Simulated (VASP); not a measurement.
# AlNi3 (Pm-3m) in VASP: notebook

AlNi3 is run at these levels: LDA; tasks: single point.

All numbers are computed with VASP 6.6.1; they aren't measurements. Logs are shortened: lines on timing, memory, paths and dates and some standing lists are left out, and cuts for length are marked.

### Step 1. The cell of the first run

Symmetry: Pm-3m, No. 221, cubic system. The conventional cell has a = 3.481 Å, b = 3.481 Å, c = 3.481 Å, α = 90.00°, β = 90.00°, γ = 90.00°. Al (site symmetry m-3m) has 12 Ni at 2.46 Å within 3.2 Å. Within 3.2 Å of Ni (site symmetry 4/mmm) lie 4 Al at 2.46 Å and 8 Ni at 2.46 Å.

### Step 2. Single point, LDA, collinear spin, ferromagnetic start (10.54 Å³/atom)

INCAR

```
PREC     = Accurate       # precision mode
ENCUT    = 520            # plane-wave cutoff, eV
EDIFF    = 1E-6           # SCF threshold, eV
ISMEAR   = 0              # smearing method
SIGMA    = 0.05           # smearing width, eV
LREAL    = False          # projectors in reciprocal space
LASPH    = True           # aspherical terms in the spheres
NELM     = 150            # most SCF steps
ALGO     = Fast           # electronic algorithm
ISIF     = 2              # what is computed and relaxed
LWAVE    = False          # write WAVECAR
LCHARG   = False          # write CHGCAR
ISPIN    = 2              # spin polarisation
MAGMOM   = 0 0.24 0.24 0.24 # initial moments
LORBIT   = 11             # projections on sites
LMAXMIX  = 4              # l up to which the mixer works
GGA      = CA             # functional
NBANDS   = 28             # bands
```

KPOINTS

```
regular mesh
0
Gamma
  12 12 12
```

POSCAR

```
AlNi3
1.0
    3.4805919143      0.0000000000      0.0000000000
    0.0000000000      3.4805919143      0.0000000000
    0.0000000000      0.0000000000      3.4805919143
Al Ni
1 3
Direct
    0.0000000000      0.0000000000      0.0000000000
    0.0000000000      0.5000000000      0.5000000000
    0.5000000000      0.0000000000      0.5000000000
    0.5000000000      0.5000000000      0.0000000000
```

Potentials or basis: VASP PAW LDA potentials, release 64 (Al, Ni).

Launch:

```console
$ cat potpaw_LDA.64/Al/POTCAR potpaw_LDA.64/Ni/POTCAR > POTCAR
$ mpirun -np 1 vasp_std > vasp.out
```

OUTCAR:

```text
PREC = Accurate
   ENCUT = 520
   EDIFF = 1E-6
   ISMEAR = 0
   LREAL = False
   LASPH = True
   NELM = 150
   ISIF = 2
   ISPIN = 2
   LORBIT = 11
   GGA = CA

 ion  position               nearest neighbor table
   1  0.000  0.000  0.000-   2 2.46   3 2.46   4 2.46   2 2.46   3 2.46   2 2.46   4 2.46   2 2.46
                             3 2.46   4 2.46   3 2.46   4 2.46
   2  0.000  0.500  0.500-   1 2.46   3 2.46   4 2.46   1 2.46   4 2.46   1 2.46   3 2.46   1 2.46
                             3 2.46   4 2.46   4 2.46   3 2.46
   3  0.500  0.000  0.500-   1 2.46   2 2.46   4 2.46   1 2.46   4 2.46   2 2.46   4 2.46   4 2.46
                             1 2.46   2 2.46   1 2.46   2 2.46
   4  0.500  0.500  0.000-   1 2.46   2 2.46   3 2.46   2 2.46   3 2.46   1 2.46   3 2.46   3 2.46
                             1 2.46   2 2.46   2 2.46   1 2.46

  LATTYP: Found a simple cubic cell.
 ALAT       =     3.4805919143

  Lattice vectors:

 A1 = (   3.4805919143,   0.0000000000,   0.0000000000)
 A2 = (   0.0000000000,   3.4805919143,   0.0000000000)
 A3 = (   0.0000000000,   0.0000000000,   3.4805919143)

Analysis of symmetry for initial positions (statically):
=====================================================================
 Subroutine PRICEL returns:
 Original cell was already a primitive cell.

 Routine SETGRP: Setting up the symmetry group for a
 simple cubic supercell.

 Subroutine GETGRP returns: Found 48 space group operations
 (whereof 48 operations were pure point group operations)
 out of a pool of 48 trial point group operations.

The static configuration has the point symmetry O_h .

Analysis of symmetry for dynamics (positions and initial velocities):
=====================================================================
 Subroutine PRICEL returns:
 Original cell was already a primitive cell.

 Routine SETGRP: Setting up the symmetry group for a
 simple cubic supercell.

 Subroutine GETGRP returns: Found 48 space group operations
 (whereof 48 operations were pure point group operations)
 out of a pool of 48 trial point group operations.

The dynamic configuration has the point symmetry O_h .

Analysis of structural, dynamic, and magnetic symmetry:
=====================================================================
 Subroutine PRICEL returns:
 Original cell was already a primitive cell.

 Routine SETGRP: Setting up the symmetry group for a
 simple cubic supercell.

[... 135 lines left out ...]
   AEXX    =    0.0000 exact exchange contribution
   IVDW    =     0    specifies the selected vdW correction
   LEPSILON=     F    determine dielectric tensor
   LRPA    =     F    only Hartree local field effects (RPA)
 spin polarized calculation
 RMM-DIIS sequential band-by-band and
 Gauss-broadening in eV      SIGMA  =   0.05
  energy-cutoff  :      520.00
  volume of cell :       42.17
 maximum number of plane-waves:      1157
 NGX is ok and might be reduce to    28
   NGX = 13   NGY = 13   NGZ = 13

 number of electron      32.9999974 magnetization       0.1257960

 Free energy of the ion-electron system (eV)
  ---------------------------------------------------
  ext. energy  EPLUGINS =         0.00000000
  ---------------------------------------------------
  free energy    TOTEN  =       -25.83022468 eV

  energy without entropy =      -25.82399733  energy(sigma->0) =      -25.82711100

 E-fermi :  10.1088     XC(G=0): -13.3568

 val. band max:       10.1086840043   @ k =   0.3333   0.3333   0.2500
 cond. band min:      10.1092889362   @ k =   0.3333   0.3333   0.1667
 fundamental gap:      0.0006049320
 Fermi energy:        10.1088374805

 spin component 1

 k-point     1 :       0.0000    0.0000    0.0000
  band No.  band energies     occupation
      1      -0.2307      1.00000
      2       5.5008      1.00000
      3       6.2379      1.00000
      4       6.2379      1.00000
      5       6.6513      1.00000
      6       6.6513      1.00000
[... 733 lines left out ...]
     27      24.0922      0.00000
     28      24.5205      0.00000

 [... further k-points ...]

 spin component 2

 k-point     1 :       0.0000    0.0000    0.0000
  band No.  band energies     occupation
      1      -0.2314      1.00000
      2       5.5197      1.00000
      3       6.2651      1.00000
      4       6.2651      1.00000
      5       6.6926      1.00000
      6       6.6926      1.00000
[... 733 lines left out ...]
     27      24.0920      0.00000
     28      24.5260      0.00000

 [... further k-points ...]

------------------------ aborting loop because EDIFF is reached ----------------------------------------

  FORCE on cell =-STRESS in cart. coord.  units (eV):
  Direction    XX          YY          ZZ          XY          YZ          ZX
  --------------------------------------------------------------------------------------
  -------------------------------------------------------------------------------------
  Total       -0.0250974     -0.0250974     -0.0250974     -0.0000000     -0.0000000      0.0000000
  in kB       -0.9536295     -0.9536295     -0.9536295     -0.0000000     -0.0000000      0.0000000
  external PRESSURE =      -0.9536295 kB  Pullay stress =       0.0000000 kB

 VOLUME and BASIS-vectors are now :
 -----------------------------------------------------------------------------
  energy-cutoff  :      520.00
  volume of cell :       42.17
      direct lattice vectors                 reciprocal lattice vectors
     3.480591914  0.000000000  0.000000000     0.287307454  0.000000000  0.000000000
     0.000000000  3.480591914  0.000000000     0.000000000  0.287307454  0.000000000
     0.000000000  0.000000000  3.480591914     0.000000000  0.000000000  0.287307454

 POSITION                                       TOTAL-FORCE (eV/Angst)
 -----------------------------------------------------------------------------------
      0.00000      0.00000      0.00000         0.000000      0.000000      0.000000
      0.00000      1.74030      1.74030         0.000000      0.000000      0.000000
      1.74030      0.00000      1.74030         0.000000      0.000000      0.000000
      1.74030      1.74030      0.00000         0.000000      0.000000      0.000000
 -----------------------------------------------------------------------------------
    total drift:                                0.000000      0.000000      0.000000

  FREE ENERGIE OF THE ION-ELECTRON SYSTEM (eV)
  ---------------------------------------------------
  free  energy   TOTEN  =       -25.8302246786 eV

  energy  without entropy=      -25.8239973284  energy(sigma->0) =      -25.82711100

 total charge

# of ion       s       p       d       tot
------------------------------------------
    1        0.419   0.424   0.000   0.843
    2        0.526   0.577   8.434   9.537
    3        0.526   0.577   8.434   9.537
    4        0.526   0.577   8.434   9.537
--------------------------------------------------
tot          1.998   2.155  25.301  29.454

 magnetization (x)

# of ion       s       p       d       tot
------------------------------------------
    1       -0.000  -0.001   0.000  -0.002
    2       -0.000  -0.001   0.047   0.045
    3       -0.000  -0.001   0.047   0.045
    4       -0.000  -0.001   0.047   0.045
--------------------------------------------------
tot         -0.002  -0.006   0.140   0.133
```

OSZICAR:

```text
N       E                     dE             d eps       ncg     rms          rms(c)
DAV:   1     0.195525768384E+03    0.19553E+03   -0.13730E+04  9664   0.154E+03
DAV:   2    -0.171788783441E+02   -0.21270E+03   -0.19673E+03  9432   0.298E+02
[... 23 lines left out ...]
RMM:  26    -0.258302753932E+02    0.26685E-05   -0.40037E-06  8667   0.182E-02    0.804E-03
RMM:  27    -0.258302253025E+02    0.50091E-04   -0.52290E-04 18437   0.201E-01    0.186E-02
RMM:  28    -0.258302546145E+02   -0.29312E-04   -0.10519E-04 15346   0.910E-02    0.113E-02
RMM:  29    -0.258302416869E+02    0.12928E-04   -0.28754E-05 12653   0.480E-02    0.137E-02
RMM:  30    -0.258302243619E+02    0.17325E-04   -0.38507E-05 13442   0.537E-02    0.173E-02
RMM:  31    -0.258302246786E+02   -0.31676E-06   -0.36217E-07  5251   0.396E-03
   1 F= -.25830225E+02 E0= -.25827111E+02  d E =-.622735E-02  mag=     0.1882
```

stdout:

```text
POSCAR found type information on POSCAR AlNi
 POSCAR found :  2 types and       4 ions
 scaLAPACK will be used
 LDA part: xc-table for (Slater(with rela. corr.)+CA(PZ))
 , standard interpolation
 POSCAR, INCAR and KPOINTS ok, starting setup
 FFT: planning ... GRIDC
 FFT: planning ... GRID_SOFT
 FFT: planning ... GRID
 WAVECAR not read
 entering main loop
WARNING in EDDRMM: call to ZHEGV failed, returncode =   8  4     27
WARNING in EDDRMM: call to ZHEGV failed, returncode =   8  4     28
WARNING in EDDRMM: call to ZHEGV failed, returncode =   8  4     28
WARNING in EDDRMM: call to ZHEGV failed, returncode =   8  4     28
```

Wall time 3.2 min (1 thread of Intel Xeon 6975P-C (Granite Rapids), shared host); peak memory 0.24 GiB.

Results:

```yaml
Free_energy: -25.8302 eV
Pressure: -0.1 GPa
Net_moment: 0.13 μB per cell
Site_moments: Al -0.00; Ni +0.04 μB
Valence_electrons_inside_the_program's_atomic_spheres: Al 0.84; Ni 9.54
```

### Step 3. Single point, LDA, collinear spin, ferromagnetic start (10.75 Å³/atom)

This run uses another cell than the first one, of 10.75 Å³/atom.

INCAR

```
PREC = Accurate
ENCUT = 520
EDIFF = 1E-6
ISMEAR = 0
SIGMA = 0.05
LREAL = F
LASPH = T
NELM = 150
ALGO = Fast
ISIF = 2
LWAVE = F
LCHARG = T
ISPIN = 2
MAGMOM = 0 0.24 0.24 0.24
LORBIT = 11
LMAXMIX = 4
GGA = CA
LELF = T
LVHAR = T
NBANDS = 28
```

KPOINTS is that of step 2.

POSCAR

```
AlNi3
1.0
    3.5036428636      0.0000000000      0.0000000000
    0.0000000000      3.5036428636      0.0000000000
    0.0000000000      0.0000000000      3.5036428636
Al Ni
1 3
Direct
    0.0000000000      0.0000000000      0.0000000000
    0.0000000000      0.5000000000      0.5000000000
    0.5000000000      0.0000000000      0.5000000000
    0.5000000000      0.5000000000      0.0000000000
```

Potentials or basis: VASP PAW LDA potentials, release 64 (Al, Ni).

Launch:

```console
$ cat potpaw_LDA.64/Al/POTCAR potpaw_LDA.64/Ni/POTCAR > POTCAR
$ mpirun -np 1 vasp_std > vasp.out
```

OUTCAR:

```text
PREC = Accurate
   ENCUT = 520
   EDIFF = 1E-6
   ISMEAR = 0
   LREAL = F
   LASPH = T
   NELM = 150
   ISIF = 2
   ISPIN = 2
   LORBIT = 11
   GGA = CA

 ion  position               nearest neighbor table
   1  0.000  0.000  0.000-   2 2.48   3 2.48   4 2.48   2 2.48   3 2.48   2 2.48   4 2.48   2 2.48
                             3 2.48   4 2.48   3 2.48   4 2.48
   2  0.000  0.500  0.500-   1 2.48   3 2.48   4 2.48   1 2.48   4 2.48   1 2.48   3 2.48   1 2.48
                             3 2.48   4 2.48   4 2.48   3 2.48
   3  0.500  0.000  0.500-   1 2.48   2 2.48   4 2.48   1 2.48   4 2.48   2 2.48   4 2.48   4 2.48
                             1 2.48   2 2.48   1 2.48   2 2.48
   4  0.500  0.500  0.000-   1 2.48   2 2.48   3 2.48   2 2.48   3 2.48   1 2.48   3 2.48   3 2.48
                             1 2.48   2 2.48   2 2.48   1 2.48

  LATTYP: Found a simple cubic cell.
 ALAT       =     3.5036428636

  Lattice vectors:

[... 1704 lines left out ...]

  FORCE on cell =-STRESS in cart. coord.  units (eV):
  Direction    XX          YY          ZZ          XY          YZ          ZX
  --------------------------------------------------------------------------------------
  -------------------------------------------------------------------------------------
  Total       -1.1141440     -1.1141440     -1.1141440      0.0000000      0.0000000      0.0000000
  in kB      -41.5042352    -41.5042352    -41.5042352      0.0000000      0.0000000      0.0000000
  external PRESSURE =     -41.5042352 kB  Pullay stress =       0.0000000 kB

 VOLUME and BASIS-vectors are now :
 -----------------------------------------------------------------------------
  energy-cutoff  :      520.00
  volume of cell :       43.01
      direct lattice vectors                 reciprocal lattice vectors
     3.503642864  0.000000000  0.000000000     0.285417218  0.000000000  0.000000000
     0.000000000  3.503642864  0.000000000     0.000000000  0.285417218  0.000000000
     0.000000000  0.000000000  3.503642864     0.000000000  0.000000000  0.285417218

 POSITION                                       TOTAL-FORCE (eV/Angst)
 -----------------------------------------------------------------------------------
      0.00000      0.00000      0.00000         0.000000      0.000000      0.000000
      0.00000      1.75182      1.75182         0.000000      0.000000      0.000000
      1.75182      0.00000      1.75182         0.000000      0.000000      0.000000
      1.75182      1.75182      0.00000         0.000000      0.000000      0.000000
 -----------------------------------------------------------------------------------
    total drift:                                0.000000      0.000000      0.000000

  FREE ENERGIE OF THE ION-ELECTRON SYSTEM (eV)
  ---------------------------------------------------
  free  energy   TOTEN  =       -25.8191002130 eV

  energy  without entropy=      -25.8127821900  energy(sigma->0) =      -25.81594120

 total charge

# of ion       s       p       d       tot
------------------------------------------
    1        0.416   0.415   0.000   0.832
    2        0.517   0.557   8.423   9.498
    3        0.517   0.557   8.423   9.498
    4        0.517   0.557   8.423   9.498
--------------------------------------------------
tot          1.968   2.088  25.270  29.325

 magnetization (x)

# of ion       s       p       d       tot
------------------------------------------
    1       -0.000  -0.000   0.000  -0.000
    2       -0.000  -0.000   0.001   0.001
    3       -0.000  -0.000   0.001   0.001
    4       -0.000  -0.000   0.001   0.001
--------------------------------------------------
tot         -0.000  -0.000   0.002   0.001
```

stdout:

```text
POSCAR found type information on POSCAR AlNi
 POSCAR found :  2 types and       4 ions
 scaLAPACK will be used
 LDA part: xc-table for (Slater(with rela. corr.)+CA(PZ))
 , standard interpolation
 POSCAR, INCAR and KPOINTS ok, starting setup
 FFT: planning ... GRIDC
 FFT: planning ... GRID_SOFT
 FFT: planning ... GRID
 WAVECAR not read
 entering main loop
WARNING in EDDRMM: call to ZHEGV failed, returncode =   6  3     26
WARNING in EDDRMM: call to ZHEGV failed, returncode =   6  3     28
```

It took 3.1 min on 1 thread of Intel Xeon 6975P-C (Granite Rapids), shared host; peak memory 0.24 GiB.

What came out:

```
Free energy                                           : -25.8191 eV
Pressure                                              : -4.2 GPa
Net moment                                            : 0.00 μB per cell
Valence electrons inside the program's atomic spheres : Al 0.83; Ni 9.50
```

Caveat: the cell stands under tension.

### Step 4. Single point, LDA, collinear spin, ferromagnetic start

This run uses another cell than the first one, of 10.93 Å³/atom.

INCAR

```
PREC = Accurate
ENCUT = 520
EDIFF = 1E-6
ISMEAR = 0
SIGMA = 0.05
LREAL = False
LASPH = True
NELM = 150
ALGO = Fast
ISIF = 2
LWAVE = False
LCHARG = False
ISPIN = 2
MAGMOM = 0 0.8 0.8 0.8
LORBIT = 11
LMAXMIX = 4
NBANDS = 28
```

KPOINTS

```
Automatic mesh
0
Gamma
  12 12 12
```

POSCAR

```
AlNi3
1.0
    3.5230547267      0.0000000000      0.0000000000
    0.0000000000      3.5230547267      0.0000000000
    0.0000000000      0.0000000000      3.5230547267
Al Ni
1 3
Direct
    0.0000000000      0.0000000000      0.0000000000
    0.0000000000      0.5000000000      0.5000000000
    0.5000000000      0.0000000000      0.5000000000
    0.5000000000      0.5000000000      0.0000000000
```

Potentials or basis: VASP PAW LDA potentials, release 64 (Al, Ni).

Launch:

```console
$ cat potpaw_LDA.64/Al/POTCAR potpaw_LDA.64/Ni/POTCAR > POTCAR
$ mpirun -np 1 vasp_std > vasp.out
```

OUTCAR:

```text
PREC = Accurate
   ENCUT = 520
   EDIFF = 1E-6
   ISMEAR = 0
   LREAL = False
   LASPH = True
   NELM = 150
   ISIF = 2
   ISPIN = 2
   LORBIT = 11

 ion  position               nearest neighbor table
   1  0.000  0.000  0.000-   2 2.49   3 2.49   4 2.49   2 2.49   3 2.49   2 2.49   4 2.49   2 2.49
                             3 2.49   4 2.49   3 2.49   4 2.49
   2  0.000  0.500  0.500-   1 2.49   3 2.49   4 2.49   1 2.49   4 2.49   1 2.49   3 2.49   1 2.49
                             3 2.49   4 2.49   4 2.49   3 2.49
   3  0.500  0.000  0.500-   1 2.49   2 2.49   4 2.49   1 2.49   4 2.49   2 2.49   4 2.49   4 2.49
                             1 2.49   2 2.49   1 2.49   2 2.49
[... 1726 lines left out ...]
     0.000000000  0.000000000  3.523054727     0.000000000  0.000000000  0.283844583

 POSITION                                       TOTAL-FORCE (eV/Angst)
 -----------------------------------------------------------------------------------
      0.00000      0.00000      0.00000         0.000000      0.000000      0.000000
      0.00000      1.76153      1.76153         0.000000      0.000000      0.000000
      1.76153      0.00000      1.76153         0.000000      0.000000      0.000000
      1.76153      1.76153      0.00000         0.000000      0.000000      0.000000
 -----------------------------------------------------------------------------------
    total drift:                                0.000000      0.000000      0.000000

  FREE ENERGIE OF THE ION-ELECTRON SYSTEM (eV)
  ---------------------------------------------------
  free  energy   TOTEN  =       -25.7953665475 eV

  energy  without entropy=      -25.7905180343  energy(sigma->0) =      -25.79294229

 total charge

# of ion       s       p       d       tot
------------------------------------------
    1        0.415   0.408   0.000   0.823
    2        0.510   0.543   8.413   9.466
    3        0.510   0.543   8.413   9.466
    4        0.510   0.543   8.413   9.466
--------------------------------------------------
tot          1.945   2.036  25.238  29.219

 magnetization (x)

# of ion       s       p       d       tot
------------------------------------------
    1       -0.000  -0.006   0.000  -0.007
    2       -0.002  -0.006   0.217   0.210
    3       -0.002  -0.006   0.217   0.210
    4       -0.002  -0.006   0.217   0.210
--------------------------------------------------
tot         -0.006  -0.023   0.652   0.623
```

Run time: 2.2 min. Hardware: 1 thread of Intel Xeon 6975P-C (Granite Rapids), shared host; peak memory 0.24 GiB.

Results:

```yaml
Free_energy: -25.7954 eV
Pressure: -7.2 GPa
Net_moment: 0.60 μB per cell
Site_moments: Al -0.01; Ni +0.21 μB
Valence_electrons_inside_the_program's_atomic_spheres: Al 0.82; Ni 9.47
```

Levels at points of the mesh, in eV from the Fermi level:
Spin up:
```
           k point  band 15  band 16  band 17  band 18  band 19  band 20
(0.00, 0.00, 0.00)     0.01     0.01     0.92     0.92     0.92     6.80
(0.50, 0.00, 0.00)    -1.03    -0.46     0.01     5.70     5.70     5.72
(0.50, 0.50, 0.00)    -0.95    -0.94    -0.54     0.96     0.96     8.35
(0.50, 0.50, 0.50)    -1.06    -0.18    -0.18    -0.18    -0.16     3.61
```
Spin down:
| k point | band 13 | band 14 | band 15 | band 16 | band 17 | band 18 | band 19 | band 20 |
| --- | --- | --- | --- | --- | --- | --- | --- | --- |
| (0.00, 0.00, 0.00) | 0.01 | 0.31 | 0.31 | 0.31 | 0.91 | 0.91 | 0.91 | 6.88 |
| (0.50, 0.00, 0.00) | -0.98 | -0.98 | -0.84 | -0.28 | 0.31 | 5.75 | 5.75 | 5.77 |
| (0.50, 0.50, 0.00) | -1.14 | -1.07 | -0.79 | -0.67 | -0.42 | 1.16 | 1.16 | 8.40 |
| (0.50, 0.50, 0.50) | -1.14 | -0.90 | -0.90 | -0.15 | 0.08 | 0.08 | 0.08 | 3.70 |

Caveat: the cell stands under tension.

(Part 1 of 2 ends here.)
